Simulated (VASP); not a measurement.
Set up this calculation in VASP 6.6.1, as the native input.

* Task: dielectric tensor
* Functional: r2SCAN
* Potentials or basis: VASP PAW PBE potentials, release 64 (Ga_d, N)
* Cutoff: 520 eV
* k mesh: 8 × 8 × 8
* Occupations: gaussian, width 0.01 eV
* Spin: no spin polarisation
* Dipole correction: no
* Further INCAR settings: ALGO = Normal; EDIFF = 1e-08

The structure of GaN lies in POSCAR:

```
GaN
1.0
    0.0000000000      2.3389106427      2.1467438436
    2.3389106427      0.0000000000      2.1467438436
    2.3389106427      2.3389106427      0.0000000000
Ga N
1 1
Direct
    0.0000000000      0.0000000000      0.0000000000
    0.2500000000      0.2500000000      0.2500000000
```

This cell differs from its parent crystal: epitaxial xy strain +4.0%.

One way to write it, as run:

INCAR

```
PREC = Accurate
ENCUT = 520
EDIFF = 1E-8
ISMEAR = 0
SIGMA = 0.01
LREAL = F
LASPH = T
NELM = 80
ALGO = Normal
ISIF = 2
LWAVE = F
LCHARG = F
METAGGA = R2SCAN
LMIXTAU = T
LCALCEPS = T
```

KPOINTS

```
regular mesh
0
Gamma
  8 8 8
```

Potentials or basis: VASP PAW PBE potentials, release 64 (Ga_d, N).

Run with:

```bash
$ cat potpaw_PBE.64/Ga_d/POTCAR potpaw_PBE.64/N/POTCAR > POTCAR
$ mpirun -np 1 vasp_std > vasp.out
```

Results of the run:

The band gap on the k mesh is 1.70 eV and the electronic dielectric tensor (diagonal) is 5.68, 5.68, 5.54. The born charges (mean of the diagonal) is Ga +2.70; N -2.70 e.

Caveat: the cell differs from its parent crystal (epitaxial xy strain +4.0%).

Wall time 22 min on 1 thread of Intel(R) Xeon(R) 6975P-C (Granite Rapids), on a shared host, peak memory 0.43 GiB.
